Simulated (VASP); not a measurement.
Input of a VASP 6.6.1 run:

INCAR

```
ALGO = Normal ; EDIFF = 1E-6
ENCUT = 520 ; GGA = PE
ISIF = 2 ; ISMEAR = -1
LASPH = True ; LCHARG = True
LDAU = True ; LDAUJ = 0 0
LDAUL = -1 2 ; LDAUPRINT = 1
LDAUTYPE = 2 ; LDAUU = 0 8
LELF = True ; LMAXMIX = 4
LREAL = False ; LVHAR = True
LWAVE = False ; NBANDS = 26
NELM = 150 ; PREC = Accurate
SIGMA = 0.05
```

The input KPOINTS:

```
k-points
0
Gamma
  9 9 9
```

POSCAR

```
Pd3I
1.0
   -2.1469490000      2.1469490000      3.8759100000
    2.1469490000     -2.1469490000      3.8759100000
    2.1469490000      2.1469490000     -3.8759100000
I Pd
1 3
Direct
    0.0000000000      0.0000000000      0.0000000000
    0.5000000000      0.5000000000      0.0000000000
    0.2500000000      0.7500000000      0.5000000000
    0.7500000000      0.2500000000      0.5000000000
```

Potentials or basis: VASP PAW PBE potentials, release 64 (I, Pd).

Command:

```bash
$ cat potpaw_PBE.64/I/POTCAR potpaw_PBE.64/Pd/POTCAR > POTCAR
$ mpirun -np 1 vasp_std > vasp.out
```

(1) Predict the band gap on the k mesh.

(2) Estimate the pressure.

Answers

(1) zero (an odd number of electrons rules out a gap without spin polarisation).

(2) -11.7 GPa.

Caveat: the cell stands under tension; spin-orbit coupling is left out, which moves the levels of the heavy elements; an odd number of electrons without spin polarisation forces a metal; a magnetic or distorted state may lie lower; U without spin polarisation on a metal has little footing.
